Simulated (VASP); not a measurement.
Wanted: the native input for a VASP 6.6.1 run.

```
Task                   : single point
Functional             : PBE
Potentials or basis    : VASP PAW PBE potentials, release 64 (Ta_pv, N)
Cutoff                 : 520 eV
k mesh                 : 14 × 14 × 14
Occupations            : fermi-dirac, width 0.08 eV
Spin                   : no spin polarisation
Dipole correction      : no
Further INCAR settings : ALGO = Normal; EDIFF = 1e-06; NBANDS = 15
```

The structure of TaN (CsCl type) lies in POSCAR:

```
TaN
1.0
    2.7509579900      0.0000000000      0.0000000000
    0.0000000000      2.7509579900      0.0000000000
    0.0000000000      0.0000000000      2.7509579900
Ta N
1 1
Direct
    0.0000000000      0.0000000000      0.0000000000
    0.5000000000      0.5000000000      0.5000000000
```

These files were run (other wordings do the same):

INCAR

```
SYSTEM = TaN
PREC     = Accurate       ! precision mode
ENCUT    = 520            ! plane-wave cutoff, eV
EDIFF    = 1E-6           ! SCF threshold, eV
ISMEAR   = -1             ! smearing method
SIGMA    = 0.08           ! smearing width, eV
LREAL    = .False.        ! projectors in reciprocal space
LASPH    = .True.         ! aspherical terms in the spheres
NELM     = 100            ! most SCF steps
ALGO     = Normal         ! electronic algorithm
ISIF     = 2              ! what is computed and relaxed
LWAVE    = .False.        ! write WAVECAR
LCHARG   = .False.        ! write CHGCAR
GGA      = PE             ! functional
NBANDS   = 15             ! bands
```

KPOINTS

```
Automatic mesh
0
Gamma
  14 14 14
  0 0 0
```

Potentials or basis: VASP PAW PBE potentials, release 64 (Ta_pv, N).

The run is started by

```console
$ cat potpaw_PBE.64/Ta_pv/POTCAR potpaw_PBE.64/N/POTCAR > POTCAR
$ mpirun -np 1 vasp_std > vasp.out
```

It gave:

```yaml
Pressure: 0.3 GPa
Band_gap_on_the_k_mesh: zero (band 8 reaches 15.32 eV, above the bottom of band 9 at 6.57 eV)
```

Caveat: spin-orbit coupling is left out, which moves the levels of the heavy elements.

Wall time 26 s on 1 thread of Intel Xeon 6975P-C (shared host), peak memory 0.15 GiB.
